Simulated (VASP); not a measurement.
# BF (Pc) in VASP: relaxation of cell and atoms with PBE

Aim: the relaxation of cell and atoms of BF with PBE.

All numbers are computed with VASP 6.6.1; they aren't measurements. Logs are shortened: lines on timing, memory, paths and dates and some standing lists are left out, and cuts for length are marked.

**1. The cell of the first run**

The structure is monoclinic, space group Pc (No. 7). The conventional cell has a = 3.114 Å, b = 4.591 Å, c = 2.808 Å, α = 90.00°, β = 112.37°, γ = 90.00°. B (site symmetry 1) has 2 B at 1.40 Å and 1 F at 1.71 Å within 1.9 Å. F (site symmetry 1) has 3 B at 1.71 to 2.29 Å and 2 F at 1.86 Å within 2.3 Å.

**2. Relaxation of cell and atoms, PBE**

INCAR reads:

```
SYSTEM = BF
  PREC = Accurate
  ENCUT = 600
  EDIFF = 1E-7
  ISMEAR = 0
  SIGMA = 0.1
  LREAL = .FALSE.
  LASPH = .TRUE.
  NELM = 60
  ALGO = Normal
  ISIF = 3
  LWAVE = .FALSE.
  LCHARG = .FALSE.
  GGA = PE
  IBRION = 2
  NSW = 90
  EDIFFG = -0.04
```

KPOINTS reads:

```
Automatic mesh
0
G
  6 4 6
  0 0 0
```

POSCAR reads:

```
BF
1.0
    3.1139327533      0.0000000000      0.0000000000
    0.0000000000      4.5910425414      0.0000000000
   -1.0684463476      0.0000000000      2.5963913401
B F
2 2
Direct
    0.2500000000      0.5040548479      0.2459451521
    0.2500000000      0.4959451521      0.7459451521
    0.1250000000      0.1329283541      0.6610973806
    0.1250000000      0.8670716459      0.1610973806
```

Potentials or basis: VASP PAW PBE potentials, release 64 (B, F).

The run is started by

```sh
$ cat potpaw_PBE.64/B/POTCAR potpaw_PBE.64/F/POTCAR > POTCAR
$ mpirun -np 1 vasp_std > vasp.out
```

OUTCAR:

```text
SYSTEM = BF
   PREC = Accurate
   ENCUT = 600
   EDIFF = 1E-7
   ISMEAR = 0
   LREAL = .FALSE.
   LASPH = .TRUE.
   NELM = 60
   ISIF = 3
   GGA = PE
   IBRION = 2
   NSW = 90
   EDIFFG = -0.04

 ion  position               nearest neighbor table
   1  0.250  0.504  0.246-   2 1.40   2 1.40   4 1.71
   2  0.250  0.496  0.746-   1 1.40   1 1.40   3 1.71
   3  0.125  0.133  0.661-   2 1.71   4 1.86   4 1.86
   4  0.125  0.867  0.161-   1 1.71   3 1.86   3 1.86

  LATTYP: Found a simple monoclinic cell.
 ALAT       =     2.8076370116
 B/A-ratio  =     1.6351980411
 C/A-ratio  =     1.1090937826
 COS(beta)  =    -0.3805500295

  Lattice vectors:

 A1 = (  -1.0684463476,   0.0000000000,   2.5963913401)
 A2 = (   0.0000000000,  -4.5910425414,   0.0000000000)
 A3 = (   3.1139327533,   0.0000000000,   0.0000000000)

Analysis of symmetry for initial positions (statically):
=====================================================================
 Subroutine PRICEL returns:
 Original cell was already a primitive cell.

 Routine SETGRP: Setting up the symmetry group for a
 simple monoclinic supercell.

 Subroutine GETGRP returns: Found  2 space group operations
 (whereof  1 operations were pure point group operations)
 out of a pool of  4 trial point group operations.

The static configuration has the point symmetry C_1 .
 The point group associated with its full space group is C_1h.

Analysis of symmetry for dynamics (positions and initial velocities):
=====================================================================
 Subroutine PRICEL returns:
 Original cell was already a primitive cell.

 Routine SETGRP: Setting up the symmetry group for a
 simple monoclinic supercell.

 Subroutine GETGRP returns: Found  2 space group operations
 (whereof  1 operations were pure point group operations)
 out of a pool of  4 trial point group operations.

The dynamic configuration has the point symmetry C_1 .
 The point group associated with its full space group is C_1h.

 Subroutine INISYM returns: Found  2 space group operations
 (whereof  1 operations are pure point group operations),
 and found     1 'primitive' translations

----------------------------------------------------------------------------------------

                                     Primitive cell

  volume of cell :      37.1185

  direct lattice vectors                    reciprocal lattice vectors
     3.113932753  0.000000000  0.000000000     0.321137314  0.000000000  0.132151877
     0.000000000  4.591042541  0.000000000     0.000000000  0.217815451  0.000000000
[... 98 lines left out ...]
   TEBEG  =    0.0;   TEEND  =   0.0 temperature during run
   PSTRESS=    0.0 pullay stress
   NELECT =      20.0000    total number of electrons
   NUPDOWN=      -1.0000    fix difference up-down
   EMIN   =  10.00;   EMAX   =-10.00  energy-range for DOS
   EFERMI =   0.00;   METHOD = LEGACY
   ISMEAR =     0;   SIGMA  =   0.10  broadening in eV -4-tet -1-fermi 0-gaus
   EFERMI_NEDOS =   21; number of points for ismear=-14 and -15
   IALGO  =     38    algorithm
   IMIX   =      4    mixing-type and parameters
     AMIX     =   0.40;   BMIX     =  1.00
     AMIX_MAG =   1.60;   BMIX_MAG =  1.00
  volume/ion in A,a.u.               =       9.28        62.62
  Fermi-wavevector in a.u.,A,eV,Ry     =   1.332155  2.517407 24.145383  1.774636
  Thomas-Fermi vector in A             =   2.461111
   LORBIT       =      0    0 simple, 1 ext, 2 COOP (PROOUT), +10 PAW based schemes
   GGA     = PE    functional components
   LHFCALC =     F    Hartree Fock is set to
   AEXX    =    0.0000 exact exchange contribution
   IVDW    =     0    specifies the selected vdW correction
   LEPSILON=     F    determine dielectric tensor
   LRPA    =     F    only Hartree local field effects (RPA)
 conjugate gradient relaxation of ions
 non-spin polarized calculation
 Gauss-broadening in eV      SIGMA  =   0.10
  energy-cutoff  :      600.00
  volume of cell :       37.12
 maximum number of plane-waves:      1258
 NGX is ok and might be reduce to    28
   NGX = 13   NGY = 19   NGZ = 11

--------------------------------------- Ionic step        1  -------------------------------------------

 number of electron      19.9999998 magnetization

 Free energy of the ion-electron system (eV)
  ---------------------------------------------------
  ext. energy  EPLUGINS =         0.00000000
  ---------------------------------------------------
  free energy    TOTEN  =       -14.82053306 eV

  energy without entropy =      -14.81070224  energy(sigma->0) =      -14.81561765

 E-fermi :   1.0573     XC(G=0): -10.1539

 val. band max:        1.0533607836   @ k =   0.5000   0.0000   0.1667
 cond. band min:       1.0701387351   @ k =   0.5000   0.5000   0.1667
 fundamental gap:      0.0167779515
 Fermi energy:         1.0573221522

 k-point     1 :       0.0000    0.0000    0.0000
  band No.  band energies     occupation
      1     -22.8892      2.00000
      2     -20.2326      2.00000
      3      -9.1430      2.00000
      4      -4.0218      2.00000
      5      -3.5459      2.00000
      6      -2.7373      2.00000
      7      -2.2358      2.00000
      8      -1.1477      2.00000
      9      -0.9444      2.00000
     10       0.1798      2.00000
     11       2.9546      0.00000
     12       5.1315      0.00000
     13      11.2018      0.00000
     14      13.1395      0.00000
[... 498 lines left out ...]
  FREE ENERGIE OF THE ION-ELECTRON SYSTEM (eV)
  ---------------------------------------------------
  free  energy   TOTEN  =       -20.4644332732 eV

  energy  without entropy=      -20.4601131348  energy(sigma->0) =      -20.46227320

[... ionic steps 4 to 48 ...]

--------------------------------------- Ionic step       49  -------------------------------------------

 number of electron      20.0000016 magnetization

------------------------ aborting loop because EDIFF is reached ----------------------------------------
[... 71 lines left out ...]
--------------------------------------- Ionic step       51  -------------------------------------------

 number of electron      20.0000016 magnetization

 Free energy of the ion-electron system (eV)
  ---------------------------------------------------
  ext. energy  EPLUGINS =         0.00000000
  ---------------------------------------------------
  free energy    TOTEN  =       -22.49672167 eV

  energy without entropy =      -22.49626528  energy(sigma->0) =      -22.49649348

 E-fermi :   1.4694     XC(G=0):  -9.6352

 val. band max:        1.3654184047   @ k =   0.5000   0.5000   0.0000
 cond. band min:       1.5986355148   @ k =   0.3333   0.0000   0.0000
 fundamental gap:      0.2332171100
 Fermi energy:         1.4693554468

 k-point     1 :       0.0000    0.0000    0.0000
  band No.  band energies     occupation
      1     -24.2903      2.00000
      2     -24.1143      2.00000
      3      -9.7537      2.00000
      4      -6.3696      2.00000
      5      -5.6074      2.00000
      6      -3.8370      2.00000
      7      -3.3773      2.00000
      8      -3.3173      2.00000
      9      -3.2461      2.00000
     10       2.9177      0.00000
     11       5.8815      0.00000
     12       7.8047      0.00000
     13       9.0734      0.00000
     14       9.5725      0.00000
[... 422 lines left out ...]
  FREE ENERGIE OF THE ION-ELECTRON SYSTEM (eV)
  ---------------------------------------------------
  free  energy   TOTEN  =       -22.4967216711 eV

  energy  without entropy=      -22.4962652790  energy(sigma->0) =      -22.49649348

 reached required accuracy - stopping structural energy minimisation
```

CONTCAR:

```text
BF
   1.00000000000000
     2.7715160860881873    0.0000000000000000   -0.3537632405993929
     0.0000000000000000    5.8302479964039096    0.0000000000000000
    -1.2560533939767451    0.0000000000000000    2.7185008226952716
  B               F
     2     2
Direct
     0.1879953000647427    0.5788546193909889    0.2040292617385489
     0.1879953000647427    0.4211453806090111    0.7040292617385490
     0.1870046999352573    0.1944271349392810    0.7030132709614477
     0.1870046999352573    0.8055728650607188    0.2030132709614478

  0.00000000E+00  0.00000000E+00  0.00000000E+00
  0.00000000E+00  0.00000000E+00  0.00000000E+00
  0.00000000E+00  0.00000000E+00  0.00000000E+00
  0.00000000E+00  0.00000000E+00  0.00000000E+00
```

Run time: 7.6 min. Hardware: 1 thread of Intel Xeon 6975P-C (Granite Rapids), shared host; peak memory 0.19 GiB.

Results:

```yaml
Free_energy: -22.4967 eV
Relaxed_volume: 10.33 Å³/atom
Relaxed_cell: a = 2.794 Å, b = 5.830 Å, c = 2.995 Å, α = 90.00°, β = 122.07°, γ = 90.00°
Space_group_after_relaxing_to_0.05_Å: Cmme (No. 67)
Energy_gained_by_relaxing: 1919.0 meV/atom
Ionic_steps: 51
Pressure_after_relaxing: 0.0 GPa
Largest_force_after_relaxing: 0.024 eV/Å
Band_gap_on_the_k_mesh: zero (band 10 reaches 2.98 eV, above the bottom of band 11 at 0.04 eV)
```

Forces in eV/Å, atoms in the order of the input:
```
B   -0.003  0.022 -0.007
B   -0.003 -0.022 -0.007
F    0.003 -0.001  0.007
F    0.003  0.001  0.007
```

The path:
| step | energy change (eV) | largest force (eV/Å) | pressure (GPa) | volume (Å³) |
| --- | --- | --- | --- | --- |
| 1 | 0.0000 | 5.6278 | 49.55 | 37.12 |
| 3 | -5.6439 | 4.1015 | -4.25 | 48.56 |
| 5 | -6.1110 | 2.5452 | 5.72 | 48.46 |
| 7 | -6.8296 | 2.0143 | -2.94 | 50.25 |
| 9 | -6.9746 | 1.8493 | -7.02 | 49.60 |
| 11 | -7.1838 | 1.2206 | 2.32 | 46.33 |
| 13 | -7.2664 | 1.1548 | 4.80 | 46.52 |
| 15 | -7.3756 | 1.2250 | 1.13 | 47.24 |
| 17 | -7.4160 | 1.6353 | -2.37 | 47.97 |
| 19 | -7.4634 | 0.9378 | -5.16 | 47.73 |
| 21 | -7.5320 | 0.5468 | 0.92 | 45.64 |
| 23 | -7.5825 | 0.7414 | 2.25 | 44.96 |
| 25 | -7.5884 | 1.2324 | 3.03 | 44.58 |
| 27 | -7.6101 | 1.0586 | 1.91 | 44.45 |
| 29 | -7.6402 | 0.3118 | -3.24 | 43.83 |
| 31 | -7.6457 | 0.3914 | -1.81 | 43.94 |
| 33 | -7.6531 | 0.2768 | -1.10 | 43.47 |
| 35 | -7.6552 | 0.1021 | 0.18 | 43.22 |
| 37 | -7.6587 | 0.0995 | -0.15 | 43.17 |
| 39 | -7.6618 | 0.2674 | -0.84 | 43.06 |
| 41 | -7.6634 | 0.3950 | -2.65 | 42.82 |
| 43 | -7.6652 | 0.2229 | -1.97 | 42.82 |
| 45 | -7.6726 | 0.2281 | -1.54 | 42.05 |
| 47 | -7.6740 | 0.2299 | -1.25 | 41.61 |
| 49 | -7.6754 | 0.0305 | -0.35 | 41.51 |
| 51 | -7.6762 | 0.0235 | -0.01 | 41.34 |

Final structure:
```yaml
crystal:
  lattice:
    - [2.77152, 0.00000, -0.35376]
    - [0.00000, 5.83025, 0.00000]
    - [-1.25605, 0.00000, 2.71850]
  atoms:
    - { symbol: B, position: [0.18800, 0.57885, 0.20403] }
    - { symbol: B, position: [0.18800, 0.42115, 0.70403] }
    - { symbol: F, position: [0.18700, 0.19443, 0.70301] }
    - { symbol: F, position: [0.18700, 0.80557, 0.20301] }
```

Caveat: the k points lie up to 0.44 Å⁻¹ apart in the final cell.
